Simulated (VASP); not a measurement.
Input of a VASP 6.6.1 run:

INCAR

```
SYSTEM = BaTiO3
  PREC = Accurate
  ENCUT = 520
  EDIFF = 1E-7
  ISMEAR = -1
  SIGMA = 0.05
  LREAL = .FALSE.
  LASPH = .TRUE.
  NELM = 80
  ALGO = Normal
  ISIF = 2
  LWAVE = .FALSE.
  LCHARG = .FALSE.
  GGA = PE
  NBANDS = 28
```

Contents of KPOINTS:

```
Automatic mesh
0
G
  8 8 8
  0 0 0
```

File POSCAR:

```
BaTiO3
1.0
    4.0239410000      0.0000000000      0.0000000000
    0.0000000000      2.8654205000      2.8458000000
    0.0000000000     -2.8654205000      2.8458000000
Ba Ti O
1 1 3
Direct
    0.0000000000      0.0000000000      0.0000000000
    0.5000000000      0.5079000000      0.5079000000
    0.0000000000      0.4921000000      0.4921000000
    0.5000000000      0.5025100000      0.9937100000
    0.5000000000      0.9937100000      0.5025100000
```

Potentials or basis: VASP PAW PBE potentials, release 64 (Ba_sv, Ti_sv, O).

Command:

```bash
$ cat potpaw_PBE.64/Ba_sv/POTCAR potpaw_PBE.64/Ti_sv/POTCAR potpaw_PBE.64/O/POTCAR > POTCAR
$ mpirun -np 1 vasp_std > vasp.out
```

Question: Predict the pressure.

Answer: 0.3 GPa.

Question: What does it give for the band gap on the k mesh?

Answer: 1.76 eV (least direct gap 1.96 eV).

Forces on the atoms (eV/Å):
```
Ba   0.000  0.000  0.080
Ti   0.000  0.000  0.223
O    0.000  0.000  0.115
O    0.000  0.045 -0.209
O    0.000 -0.045 -0.209
```

Caveat: the cell differs from its parent crystal (equal xx and yy strain of +1 %); spin-orbit coupling is left out, which moves the levels of the heavy elements. A k mesh can miss the band edges.
